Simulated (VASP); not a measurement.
Rb:

```
Rb
1.0
     0.00000    3.63988    3.63988
     3.63988    0.00000    3.63988
     3.63988    3.63988    0.00000
Rb
1
Direct
  0.00000 0.00000 0.00000
```

| Item | Value |
| --- | --- |
| Program | VASP 6.6.1 |
| Task | relaxation of cell and atoms |
| Functional | PBEsol |
| Potentials or basis | VASP PAW PBE potentials, release 64 (Rb_sv) |
| Cutoff | 600 eV |
| k mesh | 10 × 10 × 10 |
| Occupations | gaussian, width 0.1 eV |
| Spin | no spin polarisation |

At the start: pressure -0.3 GPa; volume 96.45 Å³/atom.

Q: How do energy, volume and symmetry change on relaxing?

A: Over 15 steps the energy falls by 8.4 meV/atom and the volume is 86.94 Å³/atom (-9.9 %); space group Fm-3m (No. 225, to 0.05 Å).

Step by step:
```
step  energy change (eV)  largest force (eV/Å)  pressure (GPa)  volume (Å³)
   1              0.0000                0.0000           -0.26        96.45
   2             -0.0032                0.0000           -0.23        94.28
   3             -0.0083                0.0000           -0.03        87.96
   4             -0.0084                0.0000            0.05        87.25
   5             -0.0083                0.0000           -0.04        87.72
   6             -0.0084                0.0000           -0.02        87.48
   7             -0.0084                0.0000           -0.02        87.46
   8             -0.0084                0.0000           -0.02        87.40
   9             -0.0084                0.0000           -0.03        87.40
  10             -0.0084                0.0000           -0.03        87.39
  11             -0.0084                0.0000           -0.02        87.38
  12             -0.0084                0.0000           -0.02        87.35
  13             -0.0084                0.0000           -0.02        87.29
  14             -0.0084                0.0000           -0.01        87.17
  15             -0.0084                0.0000            0.00        86.94
```

Final structure:
```
Rb
1.0
     0.00000    3.51614    3.51614
     3.51614    0.00000    3.51614
     3.51614    3.51614    0.00000
Rb
1
Cartesian
  7.0323 3.5161 3.5161
```

Caveat: the PAW data sets were made with another functional, which shifts forces and pressure a little.
